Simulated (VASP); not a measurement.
# BN (Qingsongite) (F-43m) in VASP: notebook, part 2 of 2

VASP 6.6.1. The steps go on from the part before.

## Step 3: Single point, PBEsol

This run uses another cell than the first one, of 4.52 Å³/atom, 0.860 times its volume.

Contents of INCAR:

```
PREC     = Accurate       # precision mode
ENCUT    = 600            # plane-wave cutoff, eV
EDIFF    = 1E-6           # SCF threshold, eV
ISMEAR   = 0              # smearing method
SIGMA    = 0.1            # smearing width, eV
LREAL    = F              # projectors in reciprocal space
LASPH    = T              # aspherical terms in the spheres
NELM     = 120            # most SCF steps
ALGO     = Normal         # electronic algorithm
ISIF     = 2              # what is computed and relaxed
LWAVE    = F              # write WAVECAR
LCHARG   = F              # write CHGCAR
GGA      = PS             # functional
NBANDS   = 11             # bands
GGA_COMPAT= F
```

Contents of KPOINTS:

```
Automatic mesh
0
Gamma
  10 10 10
```

Contents of POSCAR:

```
BN
1.0
    0.0000000000      1.6529040972      1.6529040972
    1.6529040972      0.0000000000      1.6529040972
    1.6529040972      1.6529040972      0.0000000000
B N
1 1
Direct
    0.0000000000      0.0000000000      0.0000000000
    0.2500000000      0.2500000000      0.2500000000
```

Potentials or basis: VASP PAW PBE potentials, release 64 (B, N).

The run is started by

```console
cat potpaw_PBE.64/B/POTCAR potpaw_PBE.64/N/POTCAR > POTCAR
mpirun -np 1 vasp_std > vasp.out
```

OUTCAR:

```text
PREC = Accurate
   ENCUT = 600
   EDIFF = 1E-6
   ISMEAR = 0
   LREAL = F
   LASPH = T
   NELM = 120
   ISIF = 2
   GGA = PS

 ion  position               nearest neighbor table
   1  0.000  0.000  0.000-   2 1.43   2 1.43   2 1.43   2 1.43
   2  0.250  0.250  0.250-   1 1.43   1 1.43   1 1.43   1 1.43

  LATTYP: Found a face centered cubic cell.
 ALAT       =     3.3058081944

  Lattice vectors:

 A1 = (   0.0000000000,   1.6529040972,   1.6529040972)
 A2 = (   1.6529040972,   0.0000000000,   1.6529040972)
 A3 = (   1.6529040972,   1.6529040972,   0.0000000000)

Analysis of symmetry for initial positions (statically):
=====================================================================
 Subroutine PRICEL returns:
 Original cell was already a primitive cell.

 Routine SETGRP: Setting up the symmetry group for a
 face centered cubic supercell.

 Subroutine GETGRP returns: Found 24 space group operations
 (whereof 24 operations were pure point group operations)
 out of a pool of 48 trial point group operations.

The static configuration has the point symmetry T_d .

Analysis of symmetry for dynamics (positions and initial velocities):
=====================================================================
 Subroutine PRICEL returns:
 Original cell was already a primitive cell.

 Routine SETGRP: Setting up the symmetry group for a
 face centered cubic supercell.

 Subroutine GETGRP returns: Found 24 space group operations
 (whereof 24 operations were pure point group operations)
 out of a pool of 48 trial point group operations.

The dynamic configuration has the point symmetry T_d .

 Subroutine INISYM returns: Found 24 space group operations
 (whereof 24 operations are pure point group operations),
 and found     1 'primitive' translations

----------------------------------------------------------------------------------------

                                     Primitive cell

  volume of cell :       9.0318

  direct lattice vectors                    reciprocal lattice vectors
     0.000000000  1.652904097  1.652904097    -0.302497889  0.302497889  0.302497889
[... 117 lines left out ...]
 non-spin polarized calculation
 Gauss-broadening in eV      SIGMA  =   0.10
  energy-cutoff  :      600.00
  volume of cell :        9.03
 maximum number of plane-waves:       311
   NGX =  9   NGY =  9   NGZ =  9

 number of electron       8.0000000 magnetization

 Free energy of the ion-electron system (eV)
  ---------------------------------------------------
  ext. energy  EPLUGINS =         0.00000000
  ---------------------------------------------------
  free energy    TOTEN  =       -17.22386972 eV

  energy without entropy =      -17.22386972  energy(sigma->0) =      -17.22386972

 E-fermi :  11.5096     XC(G=0): -14.3754

 val. band max:       11.0502867233   @ k =   0.0000   0.0000   0.0000
 cond. band min:      15.5688223549   @ k =   0.5000   0.5000   0.0000
 fundamental gap:      4.5185356316
 Fermi energy:        11.5095912281

 k-point     1 :       0.0000    0.0000    0.0000
  band No.  band energies     occupation
      1     -12.5980      2.00000
      2      11.0503      2.00000
      3      11.0503      2.00000
      4      11.0503      2.00000
      5      21.0746      0.00000
      6      21.0746      0.00000
      7      21.0746      0.00000
      8      26.0063      0.00000
      9      40.8819      0.00000
     10      42.2646      0.00000
     11      42.2646      0.00000
[... 309 lines left out ...]
 k-point    24 :       0.4000    0.3000    0.0000
  band No.  band energies     occupation
      1      -7.8109      2.00000
      2       3.0609      2.00000
      3       5.2021      2.00000
      4       5.6705      2.00000
      5      17.7316      0.00000
      6      23.1126      0.00000
      7      30.0603      0.00000
      8      30.3114      0.00000
      9      35.3188      0.00000
     10      44.3604      0.00000
     11      47.4936      0.00000

 [... further k-points ...]

------------------------ aborting loop because EDIFF is reached ----------------------------------------

  FORCE on cell =-STRESS in cart. coord.  units (eV):
  Direction    XX          YY          ZZ          XY          YZ          ZX
  --------------------------------------------------------------------------------------
  -------------------------------------------------------------------------------------
  Total        9.1323764      9.1323764      9.1323764      0.0000000      0.0000000      0.0000000
  in kB     1620.0239002   1620.0239002   1620.0239002      0.0000000      0.0000000      0.0000000
  external PRESSURE =    1620.0239002 kB  Pullay stress =       0.0000000 kB

 VOLUME and BASIS-vectors are now :
 -----------------------------------------------------------------------------
  energy-cutoff  :      600.00
  volume of cell :        9.03
      direct lattice vectors                 reciprocal lattice vectors
     0.000000000  1.652904097  1.652904097    -0.302497889  0.302497889  0.302497889
     1.652904097  0.000000000  1.652904097     0.302497889 -0.302497889  0.302497889
     1.652904097  1.652904097  0.000000000     0.302497889  0.302497889 -0.302497889

 POSITION                                       TOTAL-FORCE (eV/Angst)
 -----------------------------------------------------------------------------------
      0.00000      0.00000      0.00000        -0.000000     -0.000000     -0.000000
      0.82645      0.82645      0.82645         0.000000      0.000000      0.000000
 -----------------------------------------------------------------------------------
    total drift:                                0.000000      0.000000     -0.000000

  FREE ENERGIE OF THE ION-ELECTRON SYSTEM (eV)
  ---------------------------------------------------
  free  energy   TOTEN  =       -17.2238697178 eV

  energy  without entropy=      -17.2238697178  energy(sigma->0) =      -17.22386972
```

OSZICAR:

```text
N       E                     dE             d eps       ncg     rms          rms(c)
DAV:   1     0.180958680672E+02    0.18096E+02   -0.57312E+03  1050   0.838E+02
DAV:   2    -0.181574784791E+02   -0.36253E+02   -0.35240E+02  1214   0.212E+02
DAV:   3    -0.187179872391E+02   -0.56051E+00   -0.55979E+00  1214   0.213E+01
DAV:   4    -0.187184531855E+02   -0.46595E-03   -0.46594E-03  1130   0.725E-01
DAV:   5    -0.187184534814E+02   -0.29585E-06   -0.29586E-06  1220   0.181E-02    0.844E+00
DAV:   6    -0.174492208786E+02    0.12692E+01   -0.25872E+00  1100   0.111E+01    0.437E+00
DAV:   7    -0.172489741878E+02    0.20025E+00   -0.29979E-01  1215   0.428E+00    0.226E+00
DAV:   8    -0.172238053144E+02    0.25169E-01   -0.43459E-02  1196   0.155E+00    0.351E-01
DAV:   9    -0.172238616274E+02   -0.56313E-04   -0.66215E-04  1121   0.273E-01    0.105E-01
DAV:  10    -0.172238686280E+02   -0.70006E-05   -0.45902E-05  1154   0.605E-02    0.167E-02
DAV:  11    -0.172238696590E+02   -0.10310E-05   -0.17860E-06  1184   0.116E-02    0.888E-03
DAV:  12    -0.172238697178E+02   -0.58864E-07   -0.39647E-07   562   0.503E-03
   1 F= -.17223870E+02 E0= -.17223870E+02  d E =-.116580E-12
```

Run time: 3.3 s. Hardware: 1 thread of Intel Xeon 6975P-C (Granite Rapids), shared host; peak memory 0.12 GiB.

What came out:

```
Free energy            : -17.2239 eV
Pressure               : 162.0 GPa
Band gap on the k mesh : 4.52 eV, indirect (least direct gap 10.02 eV)
```

Levels at points of the mesh, in eV from the valence-band top:
```
           k point  band 1  band 2  band 3  band 4  band 5  band 6  band 7  band 8  band 9
(0.00, 0.00, 0.00)  -23.65    0.00    0.00    0.00   10.02   10.02   10.02   14.96   29.83
(0.50, 0.00, 0.00)  -18.01  -13.52   -2.52   -2.52   12.06   12.06   13.86   17.78   27.67
(0.50, 0.50, 0.00)  -16.23  -10.95   -6.44   -6.44    4.52   10.56   22.36   22.36   25.88
```

Caveat: the PAW data sets were made with another functional, which shifts forces and pressure a little. As with any semilocal functional, this PBEsol gap is likely too small.
